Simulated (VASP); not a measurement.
Set up this calculation in VASP 6.6.1, as the native input.

```yaml
Task: single point
Functional: revPBE
Dispersion: D3(BJ)
Potentials_or_basis: VASP PAW PBE potentials, release 64 (Mo_sv, S)
Cutoff: 520 eV
k_mesh: 10 × 10 × 3
Occupations: fermi-dirac, width 0.05 eV
Spin: no spin polarisation
Dipole_correction: no
Further_INCAR_settings: ALGO = Normal; EDIFF = 1e-07; NBANDS = 35
```

The structure of MoS2 lies in POSCAR:

```
MoS2
1.0
    3.1279899181      0.0000000000      0.0000000000
   -1.5639949591      2.7089187319      0.0000000000
    0.0000000000      0.0000000000     11.7218365685
Mo S
2 4
Direct
    0.6666666667      0.3333333333      0.7500000000
    0.3333333333      0.6666666667      0.2500000000
    0.6666666667      0.3333333333      0.3838570941
    0.3333333333      0.6666666667      0.8838570941
    0.6666666667      0.3333333333      0.1161429059
    0.3333333333      0.6666666667      0.6161429059
```

One way to write it, as run:

INCAR

```
PREC     = Accurate       # precision mode
ENCUT    = 520            # plane-wave cutoff, eV
EDIFF    = 1E-7           # SCF threshold, eV
ISMEAR   = -1             # smearing method
SIGMA    = 0.05           # smearing width, eV
LREAL    = F              # projectors in reciprocal space
LASPH    = T              # aspherical terms in the spheres
NELM     = 100            # most SCF steps
ALGO     = Normal         # electronic algorithm
ISIF     = 2              # what is computed and relaxed
LWAVE    = F              # write WAVECAR
LCHARG   = T              # write CHGCAR
GGA      = RE             # functional
IVDW     = 12             # dispersion correction
LELF     = T              # ELF
LVHAR    = T            
NBANDS   = 35             # bands
```

KPOINTS

```
regular mesh
0
Gamma
  10 10 3
```

Potentials or basis: VASP PAW PBE potentials, release 64 (Mo_sv, S).

Command:

```console
$ cat potpaw_PBE.64/Mo_sv/POTCAR potpaw_PBE.64/S/POTCAR > POTCAR
$ mpirun -np 1 vasp_std > vasp.out
```

Results of the run:

```yaml
Pressure: -0.2 GPa
Largest_force: 0.024 eV/Å
Band_gap_on_the_k_mesh: 0.67 eV (least direct gap 1.93 eV)
Dispersion_energy_per_atom: -0.896 eV
```

Caveat: the PAW data sets were made with another functional, which shifts forces and pressure a little; an odd mesh through Γ misses points on the zone boundary, where band edges can lie.

Run time: 38 s on 1 thread of Intel(R) Xeon(R) 6975P-C (Granite Rapids), with other jobs on the host, peak memory 0.26 GiB.
